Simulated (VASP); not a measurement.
# C (R-3m) in VASP: further runs, part 2 of 2

VASP 6.6.1. Earlier steps stand in the parts before.

## Step 4: Single point, PBE (epitaxial 111 strain -2.0%)

Contents of INCAR:

```
SYSTEM = C
PREC     = Accurate       ! precision mode
ENCUT    = 520            ! plane-wave cutoff, eV
EDIFF    = 1E-7           ! SCF threshold, eV
ISMEAR   = 0              ! smearing method
SIGMA    = 0.01           ! smearing width, eV
LREAL    = .FALSE.        ! projectors in reciprocal space
LASPH    = .TRUE.         ! aspherical terms in the spheres
NELM     = 60             ! most SCF steps
ALGO     = Normal         ! electronic algorithm
ISIF     = 2              ! what is computed and relaxed
LWAVE    = .FALSE.        ! write WAVECAR
LCHARG   = .FALSE.        ! write CHGCAR
GGA      = PE             ! functional
NBANDS   = 11             ! bands
```

Contents of KPOINTS:

```
Automatic mesh
0
G
  6 6 6
  0 0 0
```

Contents of POSCAR:

```
C
1.0
    0.0261361777      1.7706578374      1.7706578374
    1.7706578374      0.0261361777      1.7706578374
    1.7706578374      1.7706578374      0.0261361777
C
2
Direct
    0.0001661688      0.0001661688      0.0001661688
    0.2498338312      0.2498338312      0.2498338312
```

Command:

```console
$ cat potpaw_PBE.64/C/POTCAR > POTCAR
$ mpirun -np 1 vasp_std > vasp.out
```

It took 4.1 s on 1 thread of Intel Xeon 6975P-C, shared host; peak memory 0.11 GiB.

The run converged. Its results:

```
Free energy            : -18.1227 eV
Pressure               : 23.9 GPa
Largest force          : 0.034 eV/Å
Band gap on the k mesh : 4.21 eV, indirect (least direct gap 5.22 eV)
```

Forces on the atoms (eV/Å):
```
C    0.020  0.020  0.020
C   -0.020 -0.020 -0.020
```

Stress tensor (GPa, compression positive):
```
23.86 -9.17 -9.17
-9.17 23.86 -9.17
-9.17 -9.17 23.86
```

Levels at points of the mesh, in eV from the valence-band top:
| k point | band 1 | band 2 | band 3 | band 4 | band 5 | band 6 | band 7 | band 8 | band 9 |
| --- | --- | --- | --- | --- | --- | --- | --- | --- | --- |
| (0.00, 0.00, 0.00) | -22.11 | -0.09 | 0.00 | 0.00 | 5.22 | 5.90 | 5.90 | 14.36 | 19.85 |
| (0.50, 0.00, 0.00) | -15.97 | -13.90 | -3.02 | -3.00 | 8.26 | 8.78 | 9.34 | 16.04 | 22.45 |
| (0.50, 0.50, 0.00) | -13.19 | -13.04 | -6.75 | -6.43 | 4.52 | 5.13 | 17.43 | 17.43 | 23.95 |
| (0.50, 0.50, 0.50) | -16.39 | -13.89 | -2.73 | -2.73 | 8.76 | 8.76 | 9.95 | 16.13 | 22.46 |

Caveat: the k points lie up to 0.52 Å⁻¹ apart; the cell differs from its parent crystal (epitaxial 111 strain -2.0%).

## Step 5: Single point, PBE (epitaxial 111 strain -1.0%)

Contents of INCAR:

```
SYSTEM = C
PREC = Accurate ; ENCUT = 520
EDIFF = 1E-7 ; ISMEAR = 0
SIGMA = 0.01 ; LREAL = .False.
LASPH = .True. ; NELM = 80
ALGO = Normal ; ISIF = 2
LWAVE = .False. ; LCHARG = .False.
GGA = PE ; NBANDS = 11
```

Contents of KPOINTS:

```
Automatic mesh
0
Gamma
  6 6 6
  0 0 0
```

Contents of POSCAR:

```
C
1.0
    0.0130558426      1.7753787438      1.7753787438
    1.7753787438      0.0130558426      1.7753787438
    1.7753787438      1.7753787438      0.0130558426
C
2
Direct
    0.0000703803      0.0000703803      0.0000703803
    0.2499296197      0.2499296197      0.2499296197
```

Potentials or basis: VASP PAW PBE potentials, release 64 (C).

Command:

```console
$ cat potpaw_PBE.64/C/POTCAR > POTCAR
$ mpirun -np 1 vasp_std > vasp.out
```

OUTCAR:

```text
SYSTEM = C
   PREC = Accurate
   ENCUT = 520
   EDIFF = 1E-7
   ISMEAR = 0
   LREAL = .False.
   LASPH = .True.
   NELM = 80
   ISIF = 2
   GGA = PE

 ion  position               nearest neighbor table
   1  0.000  0.000  0.000-   2 1.53   2 1.53   2 1.53   2 1.54
   2  0.250  0.250  0.250-   1 1.53   1 1.53   1 1.53   1 1.54

  LATTYP: Found a trigonal (rhomboedric) cell.
 ALAT       =     2.5107986424
 COS(alpha) =     0.5073401169

  Lattice vectors:

 A1 = (   0.0130558426,   1.7753787438,   1.7753787438)
 A2 = (   1.7753787438,   0.0130558426,   1.7753787438)
 A3 = (   1.7753787438,   1.7753787438,   0.0130558426)

Analysis of symmetry for initial positions (statically):
=====================================================================
 Subroutine PRICEL returns:
 Original cell was already a primitive cell.

 Routine SETGRP: Setting up the symmetry group for a
 trigonal (rhombohedral) supercell.

 Subroutine GETGRP returns: Found 12 space group operations
 (whereof  6 operations were pure point group operations)
 out of a pool of 12 trial point group operations.

The static configuration has the point symmetry C_3v.
 The point group associated with its full space group is D_3d.

Analysis of symmetry for dynamics (positions and initial velocities):
=====================================================================
 Subroutine PRICEL returns:
 Original cell was already a primitive cell.

 Routine SETGRP: Setting up the symmetry group for a
 trigonal (rhombohedral) supercell.

 Subroutine GETGRP returns: Found 12 space group operations
 (whereof  6 operations were pure point group operations)
 out of a pool of 12 trial point group operations.

The dynamic configuration has the point symmetry C_3v.
 The point group associated with its full space group is D_3d.

 Subroutine INISYM returns: Found 12 space group operations
 (whereof  6 operations are pure point group operations),
 and found     1 'primitive' translations

[... 116 lines left out ...]
  Fermi-wavevector in a.u.,A,eV,Ry     =   1.469184  2.776355 29.368197  2.158502
  Thomas-Fermi vector in A             =   2.584592
   LORBIT       =      0    0 simple, 1 ext, 2 COOP (PROOUT), +10 PAW based schemes
   GGA     = PE    functional components
   LHFCALC =     F    Hartree Fock is set to
   AEXX    =    0.0000 exact exchange contribution
   IVDW    =     0    specifies the selected vdW correction
   LEPSILON=     F    determine dielectric tensor
   LRPA    =     F    only Hartree local field effects (RPA)
 non-spin polarized calculation
 Gauss-broadening in eV      SIGMA  =   0.01
  energy-cutoff  :      520.00
  volume of cell :       11.07
 maximum number of plane-waves:       306
   NGX =  9   NGY =  9   NGZ =  9

 number of electron       7.9999999 magnetization

 Free energy of the ion-electron system (eV)
  ---------------------------------------------------
  ext. energy  EPLUGINS =         0.00000000
  ---------------------------------------------------
  free energy    TOTEN  =       -18.15813790 eV

  energy without entropy =      -18.15813790  energy(sigma->0) =      -18.15813790

 E-fermi :  10.2183     XC(G=0): -13.3731

 val. band max:       10.1031161715   @ k =   0.0000   0.0000   0.0000
 cond. band min:      14.2965083919   @ k =   0.3333   0.3333  -0.0000
 fundamental gap:      4.1933922204
 Fermi energy:        10.2182643860

 k-point     1 :       0.0000    0.0000    0.0000
  band No.  band energies     occupation
      1     -11.7200      2.00000
      2      10.0691      2.00000
      3      10.1031      2.00000
      4      10.1031      2.00000
      5      15.5269      0.00000
      6      15.8568      0.00000
      7      15.8568      0.00000
      8      24.0027      0.00000
      9      29.7056      0.00000
     10      36.8979      0.00000
     11      36.8979      0.00000
[... 309 lines left out ...]
 k-point    24 :      -0.3333    0.5000    0.1667
  band No.  band energies     occupation
      1      -2.3557      2.00000
      2      -2.2021      2.00000
      3       2.0493      2.00000
      4       2.1274      2.00000
      5      18.2628      0.00000
      6      18.5914      0.00000
      7      24.7574      0.00000
      8      25.0920      0.00000
      9      32.1231      0.00000
     10      32.2374      0.00000
     11      41.0491      0.00000

 [... further k-points ...]
[... 5 lines left out ...]
  --------------------------------------------------------------------------------------
  -------------------------------------------------------------------------------------
  Total        0.9669863      0.9669863      0.9669863     -0.3030421     -0.3030421     -0.3030421
  in kB      139.9732307    139.9732307    139.9732307    -43.8659604    -43.8659604    -43.8659604
  external PRESSURE =     139.9732307 kB  Pullay stress =       0.0000000 kB

 VOLUME and BASIS-vectors are now :
 -----------------------------------------------------------------------------
  energy-cutoff  :      520.00
  volume of cell :       11.07
      direct lattice vectors                 reciprocal lattice vectors
     0.013055843  1.775378744  1.775378744    -0.284755832  0.282677071  0.282677071
     1.775378744  0.013055843  1.775378744     0.282677071 -0.284755832  0.282677071
     1.775378744  1.775378744  0.013055843     0.282677071  0.282677071 -0.284755832

 POSITION                                       TOTAL-FORCE (eV/Angst)
 -----------------------------------------------------------------------------------
      0.00025      0.00025      0.00025         0.009667      0.009667      0.009667
      0.89070      0.89070      0.89070        -0.009667     -0.009667     -0.009667
 -----------------------------------------------------------------------------------
    total drift:                               -0.000000     -0.000000     -0.000000

  FREE ENERGIE OF THE ION-ELECTRON SYSTEM (eV)
  ---------------------------------------------------
  free  energy   TOTEN  =       -18.1581379032 eV

  energy  without entropy=      -18.1581379032  energy(sigma->0) =      -18.15813790
```

OSZICAR:

```text
N       E                     dE             d eps       ncg     rms          rms(c)
DAV:   1     0.230987459297E+01    0.23099E+01   -0.48695E+03   728   0.724E+02
DAV:   2    -0.184382825981E+02   -0.20748E+02   -0.19919E+02   907   0.128E+02
DAV:   3    -0.188481828325E+02   -0.40990E+00   -0.40907E+00   839   0.138E+01
DAV:   4    -0.188488242850E+02   -0.64145E-03   -0.64144E-03   749   0.698E-01
DAV:   5    -0.188488250559E+02   -0.77094E-06   -0.77092E-06   797   0.224E-02    0.574E+00
DAV:   6    -0.183306652885E+02    0.51816E+00   -0.26984E-01   716   0.368E+00    0.344E+00
DAV:   7    -0.181561846662E+02    0.17448E+00   -0.32845E-01   761   0.411E+00    0.798E-01
DAV:   8    -0.181580773721E+02   -0.18927E-02   -0.89921E-03   725   0.712E-01    0.450E-02
DAV:   9    -0.181581171840E+02   -0.39812E-04   -0.64991E-05   833   0.651E-02    0.249E-02
DAV:  10    -0.181581378034E+02   -0.20619E-04   -0.14864E-05   736   0.341E-02    0.536E-03
DAV:  11    -0.181581379032E+02   -0.99808E-07   -0.31733E-07   865   0.511E-03
   1 F= -.18158138E+02 E0= -.18158138E+02  d E =-.136274E-61
```

stdout:

```text
POSCAR found type information on POSCAR C
 POSCAR found :  1 types and       2 ions
 scaLAPACK will be used
 LDA part: xc-table for (Slater+PW92), standard interpolation
 POSCAR, INCAR and KPOINTS ok, starting setup
 FFT: planning ... GRIDC
 FFT: planning ... GRID_SOFT
 FFT: planning ... GRID
 WAVECAR not read
 entering main loop
```

It took 3.8 s on 1 thread of Intel Xeon 6975P-C, shared host; peak memory 0.11 GiB.

What came out:

```yaml
Free_energy: -18.1581 eV
Pressure: 14.0 GPa
Largest_force: 0.017 eV/Å
Band_gap_on_the_k_mesh: 4.19 eV, indirect (least direct gap 5.42 eV)
```

Forces in eV/Å, atoms in the order of the input:
```
C    0.010  0.010  0.010
C   -0.010 -0.010 -0.010
```

Caveat: the k points lie up to 0.51 Å⁻¹ apart; the cell differs from its parent crystal (epitaxial 111 strain -1.0%).

## Step 6: The runs side by side

| cell | gap on the mesh (eV) | pressure (GPa) | largest force (eV/Å) |
| --- | --- | --- | --- |
| a = 2.491 Å, angles 58.0°, 2 atoms | 4.19 | 46.4 | 0.07 |
| a = 2.498 Å, angles 58.5°, 2 atoms | 4.21 | 34.6 | 0.05 |
| a = 2.504 Å, angles 59.0°, 2 atoms | 4.21 | 23.9 | 0.03 |
| a = 2.511 Å, angles 59.5°, 2 atoms | 4.19 | 14.0 | 0.02 |

Alike in all rows: task single point; level PBE; potentials or basis VASP PAW PBE potentials, release 64 (C); no spin polarisation; k mesh 6 × 6 × 6; cutoff (eV) 520; smearing gaussian 0.01 eV.

Caveats: all runs use coarse meshes.

Total energies depend on the potentials used, so only differences within one code and one set of settings carry meaning.
